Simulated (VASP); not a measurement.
# Fe (Fmmm) in VASP: single point with PBEsol

Aim: the single point of Fe with PBEsol.

Everything below comes from runs of VASP 6.6.1. Logs are shortened: lines on timing, memory, paths and dates and some standing lists are left out, and cuts for length are marked.

## Step 1: The cell of the first run

It takes space group Fmmm (No. 69, orthorhombic). Conventional cell: a = 2.997 Å, b = 3.883 Å, c = 3.930 Å, α = 90.00°, β = 90.00°, γ = 90.00°. Within 3.2 Å of Fe (site symmetry mmm) lie 14 Fe at 2.45 to 3.00 Å.

## Step 2: Single point, PBEsol

Input file INCAR:

```
PREC = Accurate
ENCUT = 520
EDIFF = 1E-7
ISMEAR = -1
SIGMA = 0.15
LREAL = False
LASPH = True
NELM = 80
ALGO = Normal
ISIF = 2
LWAVE = False
LCHARG = False
GGA = PS
NBANDS = 15
```

Input file KPOINTS:

```
regular mesh
0
Gamma
  13 13 7
```

Input file POSCAR:

```
Fe
1.0
    0.0000000000      1.9417400000      1.9651050000
    1.4984400000      0.0000000000      1.9651050000
    2.9968790000      3.8834790000      0.0000000000
Fe
2
Direct
    0.0000000000      0.0000000000      0.0000000000
    0.0000000000      0.0000000000      0.5000000000
```

Potentials or basis: VASP PAW PBE potentials, release 64 (Fe).

Command:

```sh
> cat potpaw_PBE.64/Fe/POTCAR > POTCAR
> mpirun -np 1 vasp_std > vasp.out
```

OUTCAR:

```text
PREC = Accurate
   ENCUT = 520
   EDIFF = 1E-7
   ISMEAR = -1
   LREAL = False
   LASPH = True
   NELM = 80
   ISIF = 2
   GGA = PS

 ion  position               nearest neighbor table
   1  0.000  0.000  0.000-   2 2.45   2 2.45   2 2.47   2 2.47   2 2.76   2 2.76   2 3.00   2 3.00

   2  0.000  0.000  0.500-   1 2.45   1 2.45   1 2.47   1 2.47   1 2.76   1 2.76   1 3.00   1 3.00

  Warning from LATTYP: Got some problem with cell dimensions!
  Tried to take original basis but could not verify dimensions!
  LATTYP: Found a triclinic cell.
 ALAT       =     2.4526876404
 B/A-ratio  =     1.1263586730
 C/A-ratio  =     1.6618252059
 COS(alpha) =     0.0081068973
 COS(beta)  =     0.0720507011
 COS(gamma) =     0.5564433567

  Lattice vectors:

 A1 = (   1.4984400000,  -1.9417400000,   0.0000000000)
 A2 = (   0.0000000000,  -1.9417400000,  -1.9651050000)
 A3 = (   2.9968790000,   1.9417390000,  -1.9651050000)

Analysis of symmetry for initial positions (statically):
=====================================================================
 Subroutine PRICEL returns following result:

  LATTYP: Found a face centered orthorhombic cell.
 ALAT       =     2.9968795000
 B/A-ratio  =     1.2958410573
 C/A-ratio  =     1.3114341100

  Lattice vectors:

 A1 = (   0.0000000000,   1.9417400000,   1.9651050000)
 A2 = (   1.4984400000,   0.0000000000,   1.9651050000)
 A3 = (   1.4984395000,   1.9417395000,   0.0000000000)

   2 primitive cells build up your supercell.

 Routine SETGRP: Setting up the symmetry group for a
 triclinic supercell.

 Subroutine GETGRP returns: Found  2 space group operations
 (whereof  2 operations were pure point group operations)
 out of a pool of  2 trial point group operations.

The static configuration has the point symmetry S_2 .

Analysis of symmetry for dynamics (positions and initial velocities):
=====================================================================
 Subroutine PRICEL returns following result:

  LATTYP: Found a face centered orthorhombic cell.
 ALAT       =     2.9968795000
 B/A-ratio  =     1.2958410573
 C/A-ratio  =     1.3114341100

  Lattice vectors:

 A1 = (   0.0000000000,   1.9417400000,   1.9651050000)
 A2 = (   1.4984400000,   0.0000000000,   1.9651050000)
 A3 = (   1.4984395000,   1.9417395000,   0.0000000000)

[... 111 lines left out ...]
   IBRION =     -1    ionic relax: 0-MD 1-quasi-New 2-CG
   NFREE  =      0    steps in history (QN), initial steepest desc. (CG)
   ISIF   =      2    stress and relaxation
   ISYM   =      2    0-nonsym 1-usesym 2-fastsym
   POTIM  = 0.5000    time-step for ionic-motion
   TEBEG  =    0.0;   TEEND  =   0.0 temperature during run
   PSTRESS=    0.0 pullay stress
   NELECT =      16.0000    total number of electrons
   NUPDOWN=      -1.0000    fix difference up-down
   EMIN   =  10.00;   EMAX   =-10.00  energy-range for DOS
   EFERMI =   0.00;   METHOD = LEGACY
   ISMEAR =    -1;   SIGMA  =   0.15  broadening in eV -4-tet -1-fermi 0-gaus
   EFERMI_NEDOS =   21; number of points for ismear=-14 and -15
   IALGO  =     38    algorithm
   IMIX   =      4    mixing-type and parameters
     AMIX     =   0.40;   BMIX     =  1.00
     AMIX_MAG =   1.60;   BMIX_MAG =  1.00
  volume/ion in A,a.u.               =      11.44        77.17
  Fermi-wavevector in a.u.,A,eV,Ry     =   1.453303  2.746344 28.736720  2.112089
  Thomas-Fermi vector in A             =   2.570585
   LORBIT       =      0    0 simple, 1 ext, 2 COOP (PROOUT), +10 PAW based schemes
   GGA     = PS    functional components
   LHFCALC =     F    Hartree Fock is set to
   AEXX    =    0.0000 exact exchange contribution
   IVDW    =     0    specifies the selected vdW correction
   LEPSILON=     F    determine dielectric tensor
   LRPA    =     F    only Hartree local field effects (RPA)
 non-spin polarized calculation
  energy-cutoff  :      520.00
  volume of cell :       22.87
 maximum number of plane-waves:       637
 NGX is ok and might be reduce to    24
   NGX = 11   NGY =  9   NGZ = 19

 number of electron      15.9999999 magnetization

 Free energy of the ion-electron system (eV)
  ---------------------------------------------------
  ext. energy  EPLUGINS =         0.00000000
  ---------------------------------------------------
  free energy    TOTEN  =       -17.09399165 eV

  energy without entropy =      -16.64903610  energy(sigma->0) =      -16.87151387

 E-fermi :   5.6208     XC(G=0): -13.2834

 val. band max:        5.6204284619   @ k =  -0.4615  -0.4615   0.4286
 cond. band min:       5.6216879154   @ k =  -0.3077   0.3846   0.2857
 fundamental gap:      0.0012594535
 Fermi energy:         5.6207787993

 k-point     1 :       0.0000    0.0000    0.0000
  band No.  band energies     occupation
      1      -2.7757      2.00000
      2       1.2311      2.00000
      3       3.1382      2.00000
      4       3.8873      1.99998
      5       4.0015      1.99996
      6       4.3966      1.99943
      7       5.2535      1.84095
      8       5.3180      1.76545
      9       5.8082      0.44550
     10       5.8959      0.27554
     11       5.9175      0.24300
     12       6.7973      0.00078
     13      13.1392      0.00000
     14      24.4859      0.00000
[... 401 lines left out ...]
      2       1.9081      2.00000
      3       3.0484      2.00000
      4       3.4330      2.00000
      5       3.4429      2.00000
      6       4.0036      1.99996
      7       4.9540      1.97681
      8       5.3984      1.62999
      9       5.4871      1.41834
     10       5.7264      0.66182
     11       5.7334      0.64118
     12       8.2198      0.00000
     13      16.1792      0.00000
     14      19.9014      0.00000
     15      23.5465      0.00000

 [... further k-points ...]

------------------------ aborting loop because EDIFF is reached ----------------------------------------

  FORCE on cell =-STRESS in cart. coord.  units (eV):
  Direction    XX          YY          ZZ          XY          YZ          ZX
  --------------------------------------------------------------------------------------
  -------------------------------------------------------------------------------------
  Total       -2.3259672     -4.4309063     -4.7720487     -0.0019793      0.0014441     -0.0006670
  in kB     -162.9439010   -310.4038460   -334.3023182     -0.1386608      0.1011666     -0.0467273
  external PRESSURE =    -269.2166884 kB  Pullay stress =       0.0000000 kB

 VOLUME and BASIS-vectors are now :
 -----------------------------------------------------------------------------
  energy-cutoff  :      520.00
  volume of cell :       22.87
      direct lattice vectors                 reciprocal lattice vectors
     0.000000000  1.941740000  1.965105000    -0.333680374  0.257500994  0.254439340
     1.498440000  0.000000000  1.965105000     0.333680374 -0.257500994  0.254439321
     2.996879000  3.883479000  0.000000000     0.166840230  0.128750540 -0.127219703

 POSITION                                       TOTAL-FORCE (eV/Angst)
 -----------------------------------------------------------------------------------
      0.00000      0.00000      0.00000         0.000000     -0.000000      0.000000
      1.49844      1.94174      0.00000        -0.000000      0.000000     -0.000000
 -----------------------------------------------------------------------------------
    total drift:                                0.000000      0.000000     -0.000000

  FREE ENERGIE OF THE ION-ELECTRON SYSTEM (eV)
  ---------------------------------------------------
  free  energy   TOTEN  =       -17.0939916480 eV

  energy  without entropy=      -16.6490360992  energy(sigma->0) =      -16.87151387
```

It took 4.1 min on 1 thread of Intel Xeon 8259CL, shared host; peak memory 0.29 GiB.

What came out:

| Property | Result |
| --- | --- |
| Free energy | -17.0940 eV |
| Pressure | -26.9 GPa |
| Band gap on the k mesh | zero (bands 8 and 9 overlap by 1.60 eV) |

Levels at points of the mesh, in eV from the Fermi level:
| k point | band 4 | band 5 | band 6 | band 7 | band 8 | band 9 | band 10 | band 11 | band 12 | band 13 |
| --- | --- | --- | --- | --- | --- | --- | --- | --- | --- | --- |
| (0.00, 0.00, 0.00) | -1.73 | -1.62 | -1.22 | -0.37 | -0.30 | 0.19 | 0.28 | 0.30 | 1.18 | 7.52 |

Caveat: the cell stands under tension; the PAW data sets were made with another functional, which shifts forces and pressure a little; the run has no spin polarisation, though such a crystal can be magnetic.
